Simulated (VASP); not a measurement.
Si (a cell with a defect): single point with PBE

System: Si (a cell with a defect).

```xyz
63
Lattice="10.8600 0.0000 0.0000 0.0000 10.8600 0.0000 0.0000 0.0000 10.8600" Properties=species:S:1:pos:R:3 pbc="T T T"
Si    5.4383   -0.0168    0.0083
Si    6.8038    1.3795    1.3738
Si    8.1460    2.7140   -0.0076
Si    9.4805    4.0562    1.3738
Si    8.1465    0.0015    2.7165
Si    8.1465    2.7135    5.4285
Si   -0.0010    0.0010   -0.0076
Si    1.3412    1.3355    1.3738
Si    2.7067    2.7318    0.0083
Si    4.0731    4.0729    1.3571
Si    5.4282    5.4318   -0.0018
Si    6.7871    6.7869    1.3571
Si    8.1282    8.1533    0.0083
Si    9.5245    9.5188    1.3738
Si    2.7226    0.0010    2.7160
Si    4.0725    1.3575    4.0725
Si    5.4224    2.7140    2.7160
Si    6.8038    4.0562    4.0505
Si    8.1460    5.4376    2.7160
Si    9.5025    6.7875    4.0725
Si    5.4224    0.0010    5.4290
Si    6.8038    1.3355    6.7712
Si    9.5245    4.0562    6.7712
Si    8.1460    0.0010    8.1526
Si    9.5025    1.3575    9.5025
Si    0.0168    5.4217    0.0083
Si    1.3579    6.7881    1.3571
Si    2.7168    8.1432   -0.0018
Si    4.0719    9.5021    1.3571
Si   -0.0015    2.7135    2.7165
Si    1.3412    4.0562    4.0945
Si    2.7067    5.4217    2.6982
Si    4.0725    6.7875    4.0725
Si    5.4383    8.1533    2.6982
Si    6.8038    9.5188    4.0945
Si   -0.0015    0.0015    5.4285
Si    1.3412    1.3795    6.7712
Si    2.7226    2.7140    5.4290
Si    4.0719    4.0729    6.7879
Si    5.4383    5.4217    5.4468
Si    6.7871    6.7881    6.7879
Si    8.1460    8.1374    5.4290
Si    9.4805    9.5188    6.7712
Si    2.7067   -0.0168    8.1367
Si    4.0725    1.3575    9.5025
Si    5.4383    2.7318    8.1367
Si    6.7871    4.0729    9.5031
Si    8.1282    5.4217    8.1367
Si    9.5025    6.7875    9.5025
Si   -0.0010    8.1374    2.7160
Si    1.3412    9.5188    4.0505
Si   -0.0010    5.4376    5.4290
Si    1.3579    6.7869    6.7879
Si    2.7067    8.1533    5.4468
Si    4.0731    9.5021    6.7879
Si   -0.0010    2.7140    8.1526
Si    1.3579    4.0729    9.5019
Si    2.7168    5.4318    8.1468
Si    4.0725    6.7875    9.5025
Si    5.4282    8.1432    8.1468
Si    6.7871    9.5021    9.5019
Si    0.0168    8.1533    8.1367
Si    1.3579    9.5021    9.5031
```

```json
{
  "Program": "VASP 6.6.1",
  "Task": "single point",
  "Functional": "PBE",
  "Potentials or basis": "VASP PAW PBE potentials, release 64 (Si)",
  "Cutoff": "520 eV",
  "k mesh": "1 × 1 × 1",
  "Occupations": "gaussian, width 0.05 eV",
  "Spin": "no spin polarisation",
  "Dipole correction": "no",
  "Charge": "2",
  "Further INCAR settings": "LREAL = Auto; ALGO = Normal; EDIFF = 1e-07; NBANDS = 163; NELECT = 250.0"
}
```

| Item | Value |
| --- | --- |
| Largest force | 0.012 eV/Å |

Forces on the atoms (eV/Å):
```
Si  -0.005  0.009 -0.005
Si   0.006 -0.001  0.006
Si   0.006 -0.006 -0.001
Si   0.001 -0.006  0.006
Si  -0.007 -0.007 -0.007
Si  -0.007  0.007  0.007
Si  -0.006  0.006 -0.001
Si  -0.006  0.001  0.006
Si   0.005 -0.009 -0.005
Si  -0.003 -0.002  0.002
Si  -0.002  0.002 -0.002
Si   0.002  0.003  0.002
Si   0.009 -0.005 -0.005
Si  -0.001  0.006  0.006
Si   0.001  0.006  0.006
Si   0.000  0.000  0.000
Si  -0.001 -0.006  0.006
Si   0.006 -0.006  0.001
Si   0.006  0.001  0.006
Si   0.000  0.000  0.000
Si  -0.001  0.006 -0.006
Si   0.006  0.001 -0.006
Si  -0.001 -0.006 -0.006
Si   0.006  0.006  0.001
Si   0.000  0.000  0.000
Si  -0.009  0.005 -0.005
Si  -0.002 -0.003  0.002
Si   0.002 -0.002 -0.002
Si   0.003  0.002  0.002
Si   0.007  0.007 -0.007
Si  -0.006 -0.006 -0.001
Si   0.005  0.005  0.009
Si   0.000  0.000  0.000
Si  -0.005 -0.005  0.009
Si   0.006  0.006 -0.001
Si   0.007 -0.007  0.007
Si  -0.006 -0.001 -0.006
Si   0.001 -0.006 -0.006
Si   0.003 -0.002 -0.002
Si  -0.005  0.005 -0.009
Si   0.002 -0.003 -0.002
Si   0.006 -0.001 -0.006
Si   0.001  0.006 -0.006
Si   0.005  0.009  0.005
Si   0.000  0.000  0.000
Si  -0.005 -0.009  0.005
Si   0.002 -0.002 -0.003
Si   0.009  0.005  0.005
Si   0.000  0.000  0.000
Si  -0.006 -0.001  0.006
Si  -0.006  0.006  0.001
Si  -0.006  0.001 -0.006
Si  -0.002  0.003 -0.002
Si   0.005 -0.005 -0.009
Si  -0.003  0.002 -0.002
Si  -0.006 -0.006  0.001
Si  -0.002 -0.002  0.003
Si   0.002  0.002  0.002
Si   0.000  0.000  0.000
Si  -0.002 -0.002  0.002
Si   0.002  0.002  0.003
Si  -0.009 -0.005  0.005
Si  -0.002  0.002 -0.003
```

Levels at points of the mesh, in eV from the Fermi level:
```tsv
k point	band 123	band 124	band 125	band 126	band 127	band 128
(0.00, 0.00, 0.00)	-0.27	-0.27	-0.27	0.63	0.63	0.63
```

Wall time 3.5 min on 1 thread of AMD EPYC 9R45 96-Core Processor (Zen 5) (shared host), peak memory 0.97 GiB.

Caveat: the k points lie up to 0.58 Å⁻¹ apart; the cell carries a net charge on a neutralising background, which shifts energy and pressure; the cell is charged against a uniform background, so pressure and absolute levels hang on convention.
